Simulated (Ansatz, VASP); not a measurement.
In3Sb in VASP and in Ansatz

```
CELL_PARAMETERS angstrom
4.64024 0.00000 0.00000
0.00000 4.64024 0.00000
0.00000 0.00000 4.64024
ATOMIC_POSITIONS crystal
In 0.50000 0.50000 0.00000
In 0.50000 0.00000 0.50000
In 0.00000 0.50000 0.50000
Sb 0.00000 0.00000 0.00000
```

Alike in both runs: functional PBEsol; dispersion D3(BJ); k mesh 10 × 10 × 10; occupations gaussian, width 0.1 eV; no spin polarisation.

Ansatz relaxed the structure, and its values are those at the end. VASP's run is a single point on that final structure, the one shown.

```csv
,VASP,Ansatz
version,VASP 6.6.1,Ansatz 0.2.0
potentials or method,"VASP PAW PBE potentials, release 64 (In_d, Sb), cutoff 520 eV","scalar-relativistic, plane waves, PAW"
valence electrons in the cell,44,54
```

|  | VASP | Ansatz | Ansatz less VASP |
| --- | --- | --- | --- |
| gap on the k mesh at the Fermi level (eV) | none | none | - |
| pressure (GPa) | 0.0 | 0.0 | +0.02 |

VASP's potentials were made for PBE, not for PBEsol. A gap of «none» marks a metal or a gap that the smearing closes. VASP's potentials hold 44 valence electrons a cell and Ansatz's 54, so a difference there can come from the potentials and not from the codes.

Neither program's run includes spin-orbit coupling.
